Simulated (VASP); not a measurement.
# V (Im-3m) in VASP: settings compared

Aim: see how the results for V move with the level of theory and the settings. Levels: PBE0, PBEsol-based screened hybrid with 25 % exact exchange, PBE-based screened hybrid with 25 % exact exchange. Tasks: single point, relaxation of cell and atoms.

Everything below comes from runs of VASP 6.6.1. Logs are shortened: lines on timing, memory, paths and dates and some standing lists are left out, and cuts for length are marked.

### Step 1. The cell of the first run

Symmetry: Im-3m, No. 229, cubic system. Conventional cell: a = 3.029 Å, b = 3.029 Å, c = 3.029 Å, α = 90.00°, β = 90.00°, γ = 90.00°. V (site symmetry m-3m) has 14 V at 2.62 to 3.03 Å within 3.5 Å.

### Step 2. Single point, PBE0, collinear spin, ferromagnetic start

Contents of POSCAR:

```
V
1.0
   -1.5143500000      1.5143500000      1.5143500000
    1.5143500000     -1.5143500000      1.5143500000
    1.5143500000      1.5143500000     -1.5143500000
V
1
Direct
    0.0000000000      0.0000000000      0.0000000000
```

Contents of INCAR.step1:

```
ALGO = Normal
EDIFF = 1E-5
ENCUT = 520
GGA = PE
ISIF = 2
ISMEAR = -1
ISPIN = 2
LASPH = T
LCHARG = F
LMAXMIX = 4
LORBIT = 11
LREAL = F
LWAVE = T
MAGMOM = 2
NBANDS = 16
NELM = 150
PREC = Accurate
SIGMA = 0.05
```

Contents of INCAR.step2:

```
AEXX = 0.25
ALGO = Normal
EDIFF = 1E-7
ENCUT = 520
GGA = PE
ISIF = 2
ISMEAR = -1
ISPIN = 2
ISTART = 1
LASPH = T
LCHARG = F
LHFCALC = T
LMAXMIX = 4
LORBIT = 11
LREAL = F
LWAVE = F
MAGMOM = 2
NBANDS = 16
NELM = 150
PREC = Accurate
PRECFOCK = Normal
SIGMA = 0.05
```

Contents of KPOINTS:

```
k-points
0
Gamma
  6 6 6
```

Potentials or basis: VASP PAW PBE potentials, release 64 (V_sv).

Launch:

```console
cat potpaw_PBE.64/V_sv/POTCAR > POTCAR
cp INCAR.step1 INCAR
mpirun -np 1 vasp_std > vasp.out
cp INCAR.step2 INCAR
mpirun -np 1 vasp_std > vasp.out
```

OUTCAR:

```text
AEXX = 0.25
   EDIFF = 1E-7
   ENCUT = 520
   GGA = PE
   ISIF = 2
   ISMEAR = -1
   ISPIN = 2
   ISTART = 1
   LASPH = T
   LHFCALC = T
   LORBIT = 11
   LREAL = F
   NELM = 150
   PREC = Accurate
   PRECFOCK = Normal

 ion  position               nearest neighbor table
   1  0.000  0.000  0.000-

  LATTYP: Found a body centered cubic cell.
 ALAT       =     3.0287000000

  Lattice vectors:

 A1 = (  -1.5143500000,   1.5143500000,   1.5143500000)
 A2 = (   1.5143500000,  -1.5143500000,   1.5143500000)
 A3 = (   1.5143500000,   1.5143500000,  -1.5143500000)

Analysis of symmetry for initial positions (statically):
=====================================================================
 Subroutine PRICEL returns:
 Original cell was already a primitive cell.

 Routine SETGRP: Setting up the symmetry group for a
 body centered cubic supercell.

 Subroutine GETGRP returns: Found 48 space group operations
 (whereof 48 operations were pure point group operations)
 out of a pool of 48 trial point group operations.

The static configuration has the point symmetry O_h .

Analysis of symmetry for dynamics (positions and initial velocities):
=====================================================================
 Subroutine PRICEL returns:
 Original cell was already a primitive cell.

 Routine SETGRP: Setting up the symmetry group for a
 body centered cubic supercell.

 Subroutine GETGRP returns: Found 48 space group operations
 (whereof 48 operations were pure point group operations)
 out of a pool of 48 trial point group operations.

The dynamic configuration has the point symmetry O_h .

Analysis of structural, dynamic, and magnetic symmetry:
=====================================================================
 Subroutine PRICEL returns:
 Original cell was already a primitive cell.

 Routine SETGRP: Setting up the symmetry group for a
 body centered cubic supercell.

 Subroutine GETGRP returns: Found 48 space group operations
 (whereof 48 operations were pure point group operations)
 out of a pool of 48 trial point group operations.

The overall configuration has the point symmetry O_h .

 Subroutine INISYM returns: Found 48 space group operations
 (whereof 48 operations are pure point group operations),
 and found     1 'primitive' translations

----------------------------------------------------------------------------------------

                                     Primitive cell

  volume of cell :      13.8912

  direct lattice vectors                    reciprocal lattice vectors
    -1.514350000  1.514350000  1.514350000     0.000000000  0.330174662  0.330174662
     1.514350000 -1.514350000  1.514350000     0.330174662  0.000000000  0.330174662
     1.514350000  1.514350000 -1.514350000     0.330174662  0.330174662  0.000000000

  length of vectors
     2.622931140  2.622931140  2.622931140     0.466937486  0.466937486  0.466937486

  position of ions in fractional coordinates (direct lattice)
     0.000000000  0.000000000  0.000000000

  ion indices of the primitive-cell ions
   primitive index   ion index
                 1           1

----------------------------------------------------------------------------------------

 KPOINTS: k-points

Automatic generation of k-mesh.
 Grid dimensions read from file:
 generate k-points for:    6    6    6

 Generating k-lattice:

  Cartesian coordinates                     Fractional coordinates (reciprocal lattice)
     0.000000000  0.055029110  0.055029110     0.166666667  0.000000000  0.000000000
     0.055029110  0.000000000  0.055029110     0.000000000  0.166666667  0.000000000
     0.055029110  0.055029110  0.000000000     0.000000000  0.000000000  0.166666667

  Length of vectors
     0.077822914  0.077822914  0.077822914

  Shift w.r.t. Gamma in fractional coordinates (k-lattice)
     0.000000000  0.000000000  0.000000000

 Subroutine IBZKPT returns following result:
 ===========================================

 Found     16 irreducible k-points:

 Following reciprocal coordinates:
            Coordinates               Weight
  0.000000  0.000000  0.000000      1.000000
  0.166667  0.000000  0.000000     12.000000
  0.333333  0.000000  0.000000     12.000000
  0.500000  0.000000  0.000000      6.000000
  0.166667  0.166667  0.000000     24.000000
  0.333333  0.166667 -0.000000     48.000000
[... 8 lines left out ...]
  0.500000  0.500000  0.333333     12.000000
  0.500000  0.500000  0.500000      1.000000
   k-points           NKPTS =     16   k-points in BZ     NKDIM =    216   number of bands    NBANDS=     16
   number of dos      NEDOS =    301   number of ions     NIONS =      1
   total plane-waves  NPLWV =   8000
   dimension x,y,z NGX =    20 NGY =   20 NGZ =   20
   dimension x,y,z NGXF=    40 NGYF=   40 NGZF=   40
   ions per type =               1
   NGX,Y,Z   is equivalent  to a cutoff of  12.68, 12.68, 12.68 a.u.
   NGXF,Y,Z  is equivalent  to a cutoff of  25.35, 25.35, 25.35 a.u.
 SYSTEM =  unknown system
   PREC   = accura    normal or accurate (medium, high low for compatibility)
   ISTART =      1    job   : 0-new  1-cont  2-samecut
   ICHARG =      0    charge: 1-file 2-atom 10-const
   ISPIN  =      2    spin polarized calculation?
   LNONCOLLINEAR =      F non collinear calculations
   LSORBIT =      F    spin-orbit coupling
   LASPH  =      T    aspherical Exc in radial PAW
   ENCUT  =  520.0 eV  38.22 Ry    6.18 a.u.   4.88  4.88  4.88*2*pi/ulx,y,z
   NELM   =    150;   NELMIN=  2; NELMDL=  0     # of ELM steps
   EDIFF  = 0.1E-06   stopping-criterion for ELM
   LREAL  =      F    real-space projection
   EDIFFG = 0.1E-05   stopping-criterion for IOM
   NSW    =      0    number of steps for IOM
   IBRION =     -1    ionic relax: 0-MD 1-quasi-New 2-CG
   NFREE  =      0    steps in history (QN), initial steepest desc. (CG)
   ISIF   =      2    stress and relaxation
   ISYM   =      3    0-nonsym 1-usesym 2-fastsym
   POTIM  = 0.5000    time-step for ionic-motion
   TEBEG  =    0.0;   TEEND  =   0.0 temperature during run
   PSTRESS=    0.0 pullay stress
   NELECT =      13.0000    total number of electrons
   NUPDOWN=      -1.0000    fix difference up-down
   EMIN   =  10.00;   EMAX   =-10.00  energy-range for DOS
   EFERMI =   0.00;   METHOD = LEGACY
   ISMEAR =    -1;   SIGMA  =   0.05  broadening in eV -4-tet -1-fermi 0-gaus
   EFERMI_NEDOS =   21; number of points for ismear=-14 and -15
   IALGO  =     38    algorithm
   IMIX   =      1    mixing-type and parameters
     AMIX     =   0.40;   BMIX     =  1.00
     AMIX_MAG =   1.60;   BMIX_MAG =  1.00
  volume/ion in A,a.u.               =      13.89        93.74
  Fermi-wavevector in a.u.,A,eV,Ry     =   1.601313  3.026044 34.888125  2.564205
  Thomas-Fermi vector in A             =   2.698311
   LORBIT       =     11    0 simple, 1 ext, 2 COOP (PROOUT), +10 PAW based schemes
   GGA     = PE    functional components
   LHFCALC =     T    Hartree Fock is set to
   PRECFOCK=normal    Normal, Fast or Accurate (Low or Medium for compatibility)
   ENCUT4O =  -1.0   cutoff for four orbital integrals eV
   NKREDX  =     1    reduce k-point grid by
   NKREDY  =     1    reduce k-point grid by
   NKREDZ  =     1    reduce k-point grid by
   AEXX    =    0.2500 exact exchange contribution
   HFSCREEN=    0.0000 screening length (either q_TF or 0.3 A-1)
   HFSCREENC=   0.0000 screening length for correlation (either q_TF or 0.3 A-1)
   ENCUTFOCK=  -1.0 apply spherical cutoff to Coloumb kernel
   IVDW    =     0    specifies the selected vdW correction
   LEPSILON=     F    determine dielectric tensor
   LRPA    =     F    only Hartree local field effects (RPA)
 spin polarized calculation
  energy-cutoff  :      520.00
  volume of cell :       13.89
 maximum number of plane-waves:       384
  NGX = 16; NGY = 16; NGZ = 16

 number of electron      12.9999997 magnetization       0.7777655

 Free energy of the ion-electron system (eV)
  ---------------------------------------------------
  ext. energy  EPLUGINS =         0.00000000
  ---------------------------------------------------
  free energy    TOTEN  =       -12.06653523 eV

  energy without entropy =      -12.05962564  energy(sigma->0) =      -12.06308044

 E-fermi :   9.4789     XC(G=0): -10.0117

 val. band max:        9.0088280414   @ k =   0.1667   0.1667   0.0000
 cond. band min:       9.5183391762   @ k =   0.3333   0.1667  -0.0000
 fundamental gap:      0.5095111348
 Fermi energy:         9.4789266237

 spin component 1

 k-point     1 :       0.0000    0.0000    0.0000
  band No.  band energies     occupation
      1     -60.4479      1.00000
      2     -32.1022      1.00000
      3     -32.1022      1.00000
      4     -32.1022      1.00000
      5       0.8008      1.00000
      6       8.4806      1.00000
[... 8 lines left out ...]
     15      38.0818      0.00000
     16      41.9458      0.00000
[... 267 lines left out ...]
 k-point    16 :       0.5000    0.5000    0.5000
  band No.  band energies     occupation
      1     -60.1228      1.00000
      2     -32.7153      1.00000
      3     -32.7153      1.00000
      4     -32.7153      1.00000
      5       5.3686      1.00000
      6       5.3686      1.00000
[... 8 lines left out ...]
     15      31.9270      0.00000
     16      42.3394      0.00000
 Fermi energy:         9.4789266237

 spin component 2

 k-point     1 :       0.0000    0.0000    0.0000
  band No.  band energies     occupation
      1     -59.7030      1.00000
      2     -31.3037      1.00000
      3     -31.3037      1.00000
      4     -31.3037      1.00000
      5       1.3737      1.00000
      6      11.3361      0.00000
[... 8 lines left out ...]
     15      38.1486      0.00000
     16      42.8489      0.00000
[... 267 lines left out ...]
 k-point    16 :       0.5000    0.5000    0.5000
  band No.  band energies     occupation
      1     -59.3901      1.00000
      2     -31.8827      1.00000
      3     -31.8827      1.00000
      4     -31.8827      1.00000
      5       5.4878      1.00000
      6       5.4878      1.00000
[... 8 lines left out ...]
     15      32.1375      0.00000
     16      43.3779      0.00000

------------------------ aborting loop because EDIFF is reached ----------------------------------------

  FORCE on cell =-STRESS in cart. coord.  units (eV):
  Direction    XX          YY          ZZ          XY          YZ          ZX
  --------------------------------------------------------------------------------------
  -------------------------------------------------------------------------------------
  Total       -0.7267772     -0.7267772     -0.7267772      0.0000000     -0.0000000      0.0000000
  in kB      -83.8249108    -83.8249108    -83.8249108      0.0000000     -0.0000000      0.0000000
  external PRESSURE =     -83.8249108 kB  Pullay stress =       0.0000000 kB

 VOLUME and BASIS-vectors are now :
 -----------------------------------------------------------------------------
  energy-cutoff  :      520.00
  volume of cell :       13.89
      direct lattice vectors                 reciprocal lattice vectors
    -1.514350000  1.514350000  1.514350000     0.000000000  0.330174662  0.330174662
     1.514350000 -1.514350000  1.514350000     0.330174662  0.000000000  0.330174662
     1.514350000  1.514350000 -1.514350000     0.330174662  0.330174662  0.000000000

 POSITION                                       TOTAL-FORCE (eV/Angst)
 -----------------------------------------------------------------------------------
      0.00000      0.00000      0.00000        -0.000000     -0.000000      0.000000
 -----------------------------------------------------------------------------------
    total drift:                                0.000000     -0.000000      0.000000

  FREE ENERGIE OF THE ION-ELECTRON SYSTEM (eV)
  ---------------------------------------------------
  free  energy   TOTEN  =       -12.0665352332 eV

  energy  without entropy=      -12.0596256445  energy(sigma->0) =      -12.06308044

 total charge

# of ion       s       p       d       tot
------------------------------------------
    1        2.335   6.245   2.956  11.535

 magnetization (x)

# of ion       s       p       d       tot
------------------------------------------
    1        0.007   0.043   0.617   0.667
```

Run time: 64 min. Hardware: 1 thread of Intel Xeon 8259CL, shared host; peak memory 0.14 GiB.

Results:

* Free energy: -12.0665 eV
* Pressure: -8.4 GPa
* Net moment: 0.78 μB per cell
* Site moments: V +0.67 μB
* Valence electrons inside the program's atomic spheres: V 11.54

Levels at points of the mesh, in eV from the Fermi level:
Spin up:
```
           k point  band 4  band 5  band 6  band 7  band 8  band 9  band 10  band 11
(0.00, 0.00, 0.00)  -41.58   -8.68   -1.00   -1.00   -1.00    3.46     3.46    21.24
(0.50, 0.00, 0.00)  -41.57   -4.88   -2.93    1.06    3.11    3.69     4.11    10.62
(0.50, 0.50, 0.50)  -42.19   -4.11   -4.11    3.74    3.74    3.74    10.46    10.46
```
Spin down:
```tsv
k point	band 3	band 4	band 5	band 6	band 7	band 8	band 9	band 10
(0.00, 0.00, 0.00)	-40.78	-40.78	-8.11	1.86	1.86	1.86	3.52	3.52
(0.50, 0.00, 0.00)	-41.04	-40.79	-3.96	-1.03	1.74	3.67	3.81	5.72
(0.50, 0.50, 0.50)	-41.36	-41.36	-3.99	-3.99	5.35	5.35	5.35	11.21
```

Caveat: the k points lie up to 0.49 Å⁻¹ apart; the PAW data sets were made with another functional, which shifts forces and pressure a little.

### Step 3. Relaxation of cell and atoms, PBEsol-based screened hybrid with 25 % exact exchange, collinear spin, ferromagnetic start

POSCAR is that of step 2.

Contents of INCAR.step1:

```
SYSTEM = V
ALGO = Normal
EDIFF = 1E-5
ENCUT = 600
GGA = PE
ISMEAR = -1
ISPIN = 2
LASPH = .True.
LCHARG = .False.
LMAXMIX = 4
LORBIT = 11
LREAL = .False.
LWAVE = .True.
MAGMOM = 2
NBANDS = 16
NELM = 150
PREC = Accurate
SIGMA = 0.05
```

Contents of INCAR.step2:

```
SYSTEM = V
AEXX = 0.25
ALGO = Normal
EDIFF = 1E-7
EDIFFG = -0.01
ENCUT = 600
GGA = PS
HFSCREEN = 0.207
IBRION = 2
ISIF = 3
ISMEAR = -1
ISPIN = 2
ISTART = 1
LASPH = .True.
LCHARG = .False.
LHFCALC = .True.
LMAXMIX = 4
LORBIT = 11
LREAL = .False.
LWAVE = .False.
MAGMOM = 2
NELM = 150
NSW = 60
PREC = Accurate
PRECFOCK = Normal
SIGMA = 0.05
```

Contents of KPOINTS:

```
k-points
0
Gamma
  6 6 6
  0 0 0
```

Potentials or basis: VASP PAW PBE potentials, release 64 (V_sv).

Launch:

```console
cat potpaw_PBE.64/V_sv/POTCAR > POTCAR
cp INCAR.step1 INCAR
mpirun -np 1 vasp_std > vasp.out
cp INCAR.step2 INCAR
mpirun -np 1 vasp_std > vasp.out
```

It took 1.9 h on 1 thread of Oxide Virtual Turin-like, shared host; peak memory 0.23 GiB.

The run converged. Its results:

```yaml
Free_energy: -11.3669 eV
Relaxed_volume: 12.97 Å³/atom
Relaxed_cell: a = 2.564 Å, b = 2.564 Å, c = 2.564 Å, α = 109.47°, β = 109.47°, γ = 109.47°
Space_group_after_relaxing_to_0.1_Å: Im-3m (No. 229)
Energy_gained_by_relaxing: 38.8 meV/atom
Ionic_steps: 3
Pressure_after_relaxing: -0.1 GPa
Net_moment: 0.78 μB per cell
Site_moments: V +0.67 μB
Valence_electrons_inside_the_program's_atomic_spheres: V 11.67
```

Step by step:
```tsv
step	energy change (eV)	largest force (eV/Å)	pressure (GPa)	volume (Å³)
1	0.0000	0.0000	-12.43	13.89
2	0.0318	0.0000	21.66	11.84
3	-0.0388	0.0000	-0.06	12.97
```

Final structure:
```cif
data_structure
_symmetry_space_group_name_H-M 'P 1'
_symmetry_Int_Tables_number 1
_cell_length_a 2.5637
_cell_length_b 2.5637
_cell_length_c 2.5637
_cell_angle_alpha 109.471
_cell_angle_beta 109.471
_cell_angle_gamma 109.471
_cell_volume 12.97
loop_
_atom_site_label
_atom_site_type_symbol
_atom_site_fract_x
_atom_site_fract_y
_atom_site_fract_z
_atom_site_occupancy
V1 V 0.00000 0.00000 0.00000 1
```

Levels at points of the mesh, in eV from the Fermi level:
Spin up:
```csv
k point,band 5,band 6,band 7,band 8,band 9,band 10
"(0.00, 0.00, 0.00)",-8.40,-0.54,-0.54,-0.54,3.21,3.21
"(0.50, 0.00, 0.00)",-4.69,-2.59,1.08,2.92,3.51,4.25
"(0.50, 0.50, 0.50)",-4.11,-4.11,3.81,3.81,3.81,10.78
```
Spin down:
```csv
k point,band 3,band 4,band 5,band 6,band 7,band 8,band 9,band 10
"(0.00, 0.00, 0.00)",-40.01,-40.01,-7.76,1.45,1.45,1.45,3.41,3.41
"(0.50, 0.00, 0.00)",-40.33,-40.01,-3.77,-0.87,1.80,3.54,3.76,5.72
"(0.50, 0.50, 0.50)",-40.72,-40.72,-3.84,-3.84,5.30,5.30,5.30,11.52
```

Caveat: the k points lie up to 0.50 Å⁻¹ apart in the final cell; the PAW data sets were made with another functional, which shifts forces and pressure a little.

(Continued in part 2 of 2.)
